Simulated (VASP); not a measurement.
Input of a VASP 6.6.1 run:

File INCAR:

```
SYSTEM = Cu
  PREC = Accurate
  ENCUT = 820
  EDIFF = 1E-6
  ISMEAR = 0
  SIGMA = 0.1
  LREAL = .FALSE.
  LASPH = .TRUE.
  NELM = 120
  ALGO = Normal
  ISIF = 2
  LWAVE = .FALSE.
  LCHARG = .FALSE.
  GGA = PS
  NBANDS = 26
  GGA_COMPAT = .FALSE.
```

File KPOINTS:

```
regular mesh
0
G
  20 20 14
  0 0 0
```

The input POSCAR:

```
Cu
1.0
    1.7104379417      1.7104379417      0.0000000000
   -1.7766848181      1.7766848181      0.0000000000
    0.0000000000      0.0000000000      3.6671462954
Cu
2
Direct
    0.0000000000      0.0000000000      0.0000000000
    0.5000000000      0.5000000000      0.5000000000
```

Potentials or basis: VASP PAW PBE potentials, release 64 (Cu_sv_GW).

Launch:

```sh
$ cat potpaw_PBE.64/Cu_sv_GW/POTCAR > POTCAR
$ mpirun -np 1 vasp_std > vasp.out
```

Problem. Predict the pressure.

Solution. 1.6 GPa.

Problem. What does it give for the band gap on the k mesh?

Solution. Zero (bands 19 and 20 overlap by 8.17 eV).

Stress tensor (GPa, compression positive):
```
 3.12  4.49  0.00
 4.49  3.12  0.00
 0.00  0.00 -1.37
```

Caveat: the cell differs from its parent crystal (uniaxial strain along a: -4.0 %, then relaxed in part); the PAW data sets were made with another functional, which shifts forces and pressure a little.
